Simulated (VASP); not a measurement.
Write the native input for VASP 6.6.1 that does the following.

* Task: single point
* Functional: PBE
* Potentials or basis: VASP PAW PBE potentials, release 64 (Si, W_sv)
* Cutoff: 520 eV
* k mesh: 18 × 18 × 18
* Occupations: gaussian, width 0.1 eV
* Spin: no spin polarisation
* Dipole correction: no
* Further INCAR settings: ALGO = Normal; EDIFF = 1e-06; NBANDS = 18

The structure of Si2W lies in POSCAR:

```
Si2W
1.0
   -1.6538427400      1.6538427400      4.1164726000
    1.6538427400     -1.6538427400      4.1164726000
    1.6538427400      1.6538427400     -4.1164726000
Si W
2 1
Direct
    0.3283372657      0.3283372657      0.0000000000
    0.6716627343      0.6716627343      0.0000000000
    0.0000000000      0.0000000000      0.0000000000
```

This cell differs from its parent crystal: strained.

The input as run:

INCAR

```
  ALGO = Normal
  EDIFF = 1E-6
  ENCUT = 520
  GGA = PE
  ISIF = 2
  ISMEAR = 0
  LASPH = True
  LCHARG = False
  LREAL = False
  LWAVE = False
  NBANDS = 18
  NELM = 100
  PREC = Accurate
  SIGMA = 0.1
```

KPOINTS

```
k-points
0
Gamma
  18 18 18
```

Potentials or basis: VASP PAW PBE potentials, release 64 (Si, W_sv).

Command:

```sh
$ cat potpaw_PBE.64/Si/POTCAR potpaw_PBE.64/W_sv/POTCAR > POTCAR
$ mpirun -np 1 vasp_std > vasp.out
```

Results of the run:

```yaml
Pressure: -17.4 GPa
Largest_force: 0.876 eV/Å
Band_gap_on_the_k_mesh: zero (bands 11 and 12 overlap by 1.37 eV)
```

Caveat: the cell differs from its parent crystal (strained); the stress differs along the axes, from -23 to -15 GPa; spin-orbit coupling is left out, which moves the levels of the heavy elements.

Wall time 2.7 min on 1 thread of Intel(R) Xeon(R) 6975P-C (Granite Rapids), on a shared host, peak memory 0.48 GiB.
